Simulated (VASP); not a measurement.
# AlN (F-43m) in VASP: further runs, part 2 of 2

VASP 6.6.1. Earlier steps stand in the parts before.

### 3 Single point, PBE

This run uses another cell than the first one, of 10.84 Å³/atom, 1.016 times its volume.

INCAR reads:

```
SYSTEM = AlN
  PREC = Accurate
  ENCUT = 600
  EDIFF = 1E-6
  ISMEAR = 0
  SIGMA = 0.01
  LREAL = .False.
  LASPH = .True.
  NELM = 120
  ALGO = Normal
  ISIF = 2
  LWAVE = .False.
  LCHARG = .False.
  GGA = PE
  NBANDS = 11
  GGA_COMPAT = .False.
```

KPOINTS reads:

```
regular mesh
0
Gamma
  10 10 10
  0 0 0
```

POSCAR reads:

```
AlN
1.0
    0.0000000000      2.2134046863      2.2134046863
    2.2134046863      0.0000000000      2.2134046863
    2.2134046863      2.2134046863      0.0000000000
Al N
1 1
Direct
    0.0000000000      0.0000000000      0.0000000000
    0.7500000000      0.7500000000      0.7500000000
```

Potentials or basis: VASP PAW PBE potentials, release 64 (Al, N).

Run with:

```bash
$ cat potpaw_PBE.64/Al/POTCAR potpaw_PBE.64/N/POTCAR > POTCAR
$ mpirun -np 1 vasp_std > vasp.out
```

OUTCAR:

```text
SYSTEM = AlN
   PREC = Accurate
   ENCUT = 600
   EDIFF = 1E-6
   ISMEAR = 0
   LREAL = .False.
   LASPH = .True.
   NELM = 120
   ISIF = 2
   GGA = PE

 ion  position               nearest neighbor table
   1  0.000  0.000  0.000-   2 1.92   2 1.92   2 1.92   2 1.92
   2  0.750  0.750  0.750-   1 1.92   1 1.92   1 1.92   1 1.92

  LATTYP: Found a face centered cubic cell.
 ALAT       =     4.4268093726

  Lattice vectors:

 A1 = (   0.0000000000,   2.2134046863,   2.2134046863)
 A2 = (   2.2134046863,   0.0000000000,   2.2134046863)
 A3 = (   2.2134046863,   2.2134046863,   0.0000000000)

Analysis of symmetry for initial positions (statically):
=====================================================================
 Subroutine PRICEL returns:
 Original cell was already a primitive cell.

 Routine SETGRP: Setting up the symmetry group for a
 face centered cubic supercell.

 Subroutine GETGRP returns: Found 24 space group operations
 (whereof 24 operations were pure point group operations)
 out of a pool of 48 trial point group operations.

The static configuration has the point symmetry T_d .

Analysis of symmetry for dynamics (positions and initial velocities):
=====================================================================
 Subroutine PRICEL returns:
 Original cell was already a primitive cell.

 Routine SETGRP: Setting up the symmetry group for a
 face centered cubic supercell.

 Subroutine GETGRP returns: Found 24 space group operations
 (whereof 24 operations were pure point group operations)
 out of a pool of 48 trial point group operations.

The dynamic configuration has the point symmetry T_d .

 Subroutine INISYM returns: Found 24 space group operations
 (whereof 24 operations are pure point group operations),
 and found     1 'primitive' translations

----------------------------------------------------------------------------------------

                                     Primitive cell

  volume of cell :      21.6876

[... 112 lines left out ...]
   LORBIT       =      0    0 simple, 1 ext, 2 COOP (PROOUT), +10 PAW based schemes
   GGA     = PE    functional components
   LHFCALC =     F    Hartree Fock is set to
   AEXX    =    0.0000 exact exchange contribution
   IVDW    =     0    specifies the selected vdW correction
   LEPSILON=     F    determine dielectric tensor
   LRPA    =     F    only Hartree local field effects (RPA)
 non-spin polarized calculation
 Gauss-broadening in eV      SIGMA  =   0.01
  energy-cutoff  :      600.00
  volume of cell :       21.69
 maximum number of plane-waves:       740
 NGX is ok and might be reduce to    28
   NGX = 13   NGY = 13   NGZ = 13

 number of electron       8.0000000 magnetization

 Free energy of the ion-electron system (eV)
  ---------------------------------------------------
  ext. energy  EPLUGINS =         0.00000000
  ---------------------------------------------------
  free energy    TOTEN  =       -14.84525928 eV

  energy without entropy =      -14.84525928  energy(sigma->0) =      -14.84525928

 E-fermi :   5.7356     XC(G=0): -10.7600

 val. band max:        5.5973908527   @ k =   0.0000   0.0000   0.0000
 cond. band min:       8.8934847716   @ k =   0.5000   0.5000   0.0000
 fundamental gap:      3.2960939190
 Fermi energy:         5.7355730412

 k-point     1 :       0.0000    0.0000    0.0000
  band No.  band energies     occupation
      1      -9.1552      2.00000
      2       5.5974      2.00000
      3       5.5974      2.00000
      4       5.5974      2.00000
      5       9.4426      0.00000
      6      17.7652      0.00000
      7      17.7652      0.00000
      8      17.7652      0.00000
      9      22.9665      0.00000
     10      22.9665      0.00000
     11      24.2921      0.00000
[... 309 lines left out ...]
 k-point    24 :       0.4000    0.3000    0.0000
  band No.  band energies     occupation
      1      -7.2558      2.00000
      2       1.5290      2.00000
      3       3.9386      2.00000
      4       4.2279      2.00000
      5      10.4229      0.00000
      6      14.8586      0.00000
      7      17.3855      0.00000
      8      19.7479      0.00000
      9      20.2277      0.00000
     10      26.4528      0.00000
     11      28.4684      0.00000

 [... further k-points ...]
[... 5 lines left out ...]
  --------------------------------------------------------------------------------------
  -------------------------------------------------------------------------------------
  Total       -0.4613526     -0.4613526     -0.4613526      0.0000000      0.0000000     -0.0000000
  in kB      -34.0824710    -34.0824710    -34.0824710      0.0000000      0.0000000     -0.0000000
  external PRESSURE =     -34.0824710 kB  Pullay stress =       0.0000000 kB

 VOLUME and BASIS-vectors are now :
 -----------------------------------------------------------------------------
  energy-cutoff  :      600.00
  volume of cell :       21.69
      direct lattice vectors                 reciprocal lattice vectors
     0.000000000  2.213404686  2.213404686    -0.225896332  0.225896332  0.225896332
     2.213404686  0.000000000  2.213404686     0.225896332 -0.225896332  0.225896332
     2.213404686  2.213404686  0.000000000     0.225896332  0.225896332 -0.225896332

 POSITION                                       TOTAL-FORCE (eV/Angst)
 -----------------------------------------------------------------------------------
      0.00000      0.00000      0.00000        -0.000000     -0.000000     -0.000000
      3.32011      3.32011      3.32011         0.000000      0.000000      0.000000
 -----------------------------------------------------------------------------------
    total drift:                               -0.000000     -0.000000     -0.000000

  FREE ENERGIE OF THE ION-ELECTRON SYSTEM (eV)
  ---------------------------------------------------
  free  energy   TOTEN  =       -14.8452592814 eV

  energy  without entropy=      -14.8452592814  energy(sigma->0) =      -14.84525928
```

stdout:

```text
POSCAR found type information on POSCAR AlN
 POSCAR found :  2 types and       2 ions
 scaLAPACK will be used
 LDA part: xc-table for (Slater+PW92), standard interpolation
 POSCAR, INCAR and KPOINTS ok, starting setup
 FFT: planning ... GRIDC
 FFT: planning ... GRID_SOFT
 FFT: planning ... GRID
 WAVECAR not read
 entering main loop
```

Wall time 11 s (1 thread of Intel Xeon Platinum 8375C at 2.90GHz (Ice Lake), shared host); peak memory 0.15 GiB.

Results:

```yaml
Free_energy: -14.8453 eV
Pressure: -3.4 GPa
Band_gap_on_the_k_mesh: 3.30 eV, indirect (least direct gap 3.85 eV)
```

Levels at points of the mesh, in eV from the valence-band top:
| k point | band 2 | band 3 | band 4 | band 5 | band 6 | band 7 |
| --- | --- | --- | --- | --- | --- | --- |
| (0.00, 0.00, 0.00) | 0.00 | 0.00 | 0.00 | 3.85 | 12.17 | 12.17 |
| (0.50, 0.00, 0.00) | -5.69 | -0.48 | -0.48 | 7.02 | 9.59 | 10.90 |
| (0.50, 0.50, 0.00) | -4.78 | -1.73 | -1.73 | 3.30 | 8.37 | 13.43 |

A k mesh can miss the band edges.

### 4 Relaxation of cell and atoms, PBE, target pressure -3 GPa, at which the enthalpy is minimised

INCAR reads:

```
SYSTEM = AlN
PREC = Accurate ; ENCUT = 600
EDIFF = 1E-7 ; ISMEAR = 0
SIGMA = 0.01 ; LREAL = .FALSE.
LASPH = .TRUE. ; NELM = 120
ALGO = Normal ; ISIF = 3
LWAVE = .FALSE. ; LCHARG = .FALSE.
GGA = PE ; IBRION = 2
NSW = 80 ; EDIFFG = -0.001
PSTRESS = -30.0 ; GGA_COMPAT = .FALSE.
NELMIN = 4
```

KPOINTS reads:

```
Automatic mesh
0
G
  10 10 10
  0 0 0
```

POSCAR reads:

```
AlN
1.0
    0.0000000000      2.2015871044      2.2015871044
    2.2015871044      0.0000000000      2.2015871044
    2.2015871044      2.2015871044      0.0000000000
Al N
1 1
Direct
    0.0000000000      0.0000000000      0.0000000000
    0.7500000000      0.7500000000      0.7500000000
```

Run with:

```bash
$ cat potpaw_PBE.64/Al/POTCAR potpaw_PBE.64/N/POTCAR > POTCAR
$ mpirun -np 1 vasp_std > vasp.out
```

Run time: 21 s. Hardware: 1 thread of Intel Xeon Platinum 8375C at 2.90GHz (Ice Lake), shared host; peak memory 0.15 GiB.

It converged, with:

- Free energy: -14.8457 eV
- Relaxed volume: 10.82 Å³/atom
- Relaxed cell: a = 3.128 Å, b = 3.128 Å, c = 3.128 Å, α = 60.00°, β = 60.00°, γ = 60.00°
- Space group after relaxing (to 0.05 Å): F-43m (No. 216)
- Energy change on relaxing (the enthalpy is what falls): +1.6 meV/atom
- Ionic steps: 3
- Pressure after relaxing: -3.0 GPa
- Band gap on the k mesh: 3.30 eV, indirect (least direct gap 3.86 eV)

Step by step:
```tsv
step	energy change (eV)	largest force (eV/Å)	pressure (GPa)	volume (Å³)
1	0.0000	0.0000	-0.39	21.34
2	0.0092	0.0000	-4.97	21.88
3	0.0032	0.0000	-3.00	21.64
```

Final structure:
```yaml
crystal:
  lattice:
    - [0.00000, 2.21183, 2.21183]
    - [2.21183, 0.00000, 2.21183]
    - [2.21183, 2.21183, 0.00000]
  atoms:
    - { symbol: Al, position: [0.00000, 0.00000, 0.00000] }
    - { symbol: N, position: [0.75000, 0.75000, 0.75000] }
```

Levels at points of the mesh, in eV from the valence-band top:
| k point | band 1 | band 2 | band 3 | band 4 | band 5 | band 6 | band 7 | band 8 |
| --- | --- | --- | --- | --- | --- | --- | --- | --- |
| (0.00, 0.00, 0.00) | -14.76 | 0.00 | 0.00 | 0.00 | 3.86 | 12.19 | 12.19 | 12.19 |
| (0.50, 0.00, 0.00) | -12.83 | -5.70 | -0.48 | -0.48 | 7.04 | 9.61 | 10.91 | 10.91 |
| (0.50, 0.50, 0.00) | -12.23 | -4.79 | -1.73 | -1.73 | 3.30 | 8.38 | 13.45 | 15.26 |

Caveat: the cell is relaxed towards a set pressure, so the enthalpy falls and the energy may rise.

### 5 Summary

| task | cell | gap on the mesh (eV) | pressure (GPa) |
| --- | --- | --- | --- |
| relaxation of cell and atoms | relaxed to 50 GPa from a = 3.114 Å, angles 60.0°, 2 atoms | 3.38 | 50.0 |
| single point | a = 3.130 Å, angles 60.0°, 2 atoms | 3.30 | -3.4 |
| relaxation of cell and atoms | relaxed to -3 GPa from a = 3.114 Å, angles 60.0°, 2 atoms | 3.30 | -3.0 |

Alike in all rows: level PBE; potentials or basis VASP PAW PBE potentials, release 64 (Al, N); no spin polarisation; k mesh 10 × 10 × 10; cutoff (eV) 600; smearing gaussian 0.01 eV.

Caveats: the cell is relaxed towards a set pressure, so the enthalpy falls and the energy may rise (some runs); the volume moved by over 15 % at a fixed basis, so the end points are rough (some runs).

Total energies depend on the potentials used, so only differences within one code and one set of settings carry meaning.
